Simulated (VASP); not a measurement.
Wanted: the native input for a VASP 6.6.1 run.

```yaml
Task: single point
Functional: PBEsol
Potentials_or_basis: VASP PAW PBE potentials, release 64 (Li_sv, Cl)
Cutoff: 520 eV
k_mesh: 2 × 2 × 2, shifted
Occupations: fermi-dirac, width 0.0689 eV
Spin: no spin polarisation
Dipole_correction: no
Further_INCAR_settings: LREAL = Auto; ALGO = Normal; EDIFF = 1e-07; NBANDS = 54
```

The structure of LiCl lies in POSCAR:

```
LiCl
1.0
   -5.1737290000     -5.1737290000      0.0000000000
    0.0000000000     -5.1737290000      5.1737290000
   -5.1737290000      0.0000000000      5.1737290000
Li Cl
8 8
Direct
    0.5358158497      0.0057813233     -0.0414322049
   -0.0352045884      0.0022140704      0.0352824819
    0.5020803177      0.5239736175     -0.0266257664
   -0.0023265618      0.4580558819     -0.0365606703
    0.4740952802     -0.0160484826      0.5402384818
   -0.0365946883      0.0342733452      0.4513987880
    0.4697064728      0.5114877490      0.5279658057
   -0.0398448585      0.5306697548      0.5088657523
    0.7229444178      0.2537843594      0.2507418730
    0.2266251286      0.2591973797      0.2215751927
    0.7606425655      0.7404072575      0.2732022686
    0.2507751179      0.7912270821      0.2175273386
    0.7509951720      0.2678697512      0.7517833849
    0.2882757292      0.2324537099      0.7232874973
    0.7697008289      0.7375822158      0.7617601347
    0.2212570469      0.7448353016      0.7466906365
```

This cell differs from its parent crystal: dynamics (npt langevin) at 800 K, volume x 1.02, from the last frame before.

One way to write it, as run:

INCAR

```
SYSTEM = LiCl
ALGO     = Normal         ! electronic algorithm
EDIFF    = 1E-7           ! SCF threshold, eV
ENCUT    = 520            ! plane-wave cutoff, eV
GGA      = PS             ! functional
ISIF     = 2              ! what is computed and relaxed
ISMEAR   = -1             ! smearing method
LASPH    = .True.         ! aspherical terms in the spheres
LCHARG   = .False.        ! write CHGCAR
LREAL    = Auto         
LWAVE    = .False.        ! write WAVECAR
NBANDS   = 54             ! bands
NELM     = 100            ! most SCF steps
PREC     = Accurate       ! precision mode
SIGMA    = 0.0689         ! smearing width, eV
```

KPOINTS

```
Automatic mesh
0
Gamma
  2 2 2
  0.5 0.5 0.5
```

Potentials or basis: VASP PAW PBE potentials, release 64 (Li_sv, Cl).

Launch:

```bash
$ cat potpaw_PBE.64/Li_sv/POTCAR potpaw_PBE.64/Cl/POTCAR > POTCAR
$ mpirun -np 1 vasp_std > vasp.out
```

Results of the run:

```json
{
 "Largest force": "0.791 eV/Å",
 "Band gap on the k mesh": "5.81 eV, direct"
}
```

Caveat: the PAW data sets were made with another functional, which shifts forces and pressure a little.

It took 2.7 min on 1 thread of Intel(R) Xeon(R) 6975P-C (Granite Rapids) (shared host), peak memory 0.44 GiB.
